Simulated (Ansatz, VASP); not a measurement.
**Two plane-wave programs on Os3Au**

The input INCAR:

```
SYSTEM = Os3Au
  PREC = Accurate
  ENCUT = 600
  EDIFF = 1E-6
  ISMEAR = 0
  SIGMA = 0.2
  LREAL = .FALSE.
  LASPH = .TRUE.
  NELM = 100
  ALGO = Fast
  ISIF = 3
  LWAVE = .FALSE.
  LCHARG = .FALSE.
  GGA = PE
  IBRION = 2
  NSW = 36
  EDIFFG = -0.08
```

The input KPOINTS:

```
regular mesh
0
G
  7 7 3
  0 0 0
```

File POSCAR:

```
Os3Au
1.0
    1.7951782300     -2.1878553300      0.0000000000
    1.7951782300      2.1878553300      0.0000000000
    0.0000000000      0.0000000000      8.5564276200
Os Au
3 1
Direct
    0.5000000000      0.5000000000      0.2713991700
    0.0000000000      0.0000000000      0.0000000000
    0.5000000000      0.5000000000      0.7286008300
    0.0000000000      0.0000000000      0.5000000000
```

Input for Ansatz:

```yaml
crystal:
  lattice:
    - [1.79517823, -2.18785533, 0.0]
    - [1.79517823, 2.18785533, 0.0]
    - [0.0, 0.0, 8.55642762]
  atoms:
    - { symbol: Os, position: [0.5, 0.5, 0.27139917] }
    - { symbol: Os, position: [0.0, 0.0, 0.0] }
    - { symbol: Os, position: [0.5, 0.5, 0.72860083] }
    - { symbol: Au, position: [0.0, 0.0, 0.5] }
basis:
  ecutwfc: 420
kpoints:
  mp_grid: { grid: [7, 7, 3] }
hamiltonian:
  xc: pbe
scf:
  occupations: { method: gaussian, width: 0.2 }
  lower_state_search: "off"
output:
  forces: true
  stress: true
  eigenvalues: true
relax:
  adjacent_minimum: "off"
  f_tol: 0.08
  max_steps: 16
  cell: { stress_tol: 0.8 }
```

Change from the starting cell: species swapped into the BeFe3 type (Cmmm, No. 65).

Alike in both runs: task relaxation of cell and atoms; functional PBE; k mesh 7 × 7 × 3; occupations gaussian, width 0.2 eV; no spin polarisation.

|  | VASP | Ansatz |
| --- | --- | --- |
| version | VASP 6.6.1 | Ansatz 0.2.0 |
| potentials or method | VASP PAW PBE potentials, release 64 (Os, Au), cutoff 600 eV | scalar-relativistic, plane waves, PAW |
| valence electrons in the cell | 35 | 67 |

Ansatz gave:

| Item | Value |
| --- | --- |
| gap on the k mesh at the Fermi level, each at its own relaxed structure (eV) | none |
| relaxed volume (Å³/atom) | 15.13 |
| relaxed cell length with the largest relative difference (Å) | 2.753 |

**Question.** What did VASP give for the same quantities?

**Answer.** gap on the k mesh at the Fermi level, each at its own relaxed structure (eV): none; relaxed volume (Å³/atom): 15.14; relaxed cell length with the largest relative difference (Å): 2.755.

A gap of «none» marks a metal or a gap that the smearing closes. VASP's potentials hold 35 valence electrons a cell and Ansatz's 67, so a difference there can come from the potentials and not from the codes.

Spin-orbit coupling is off throughout.
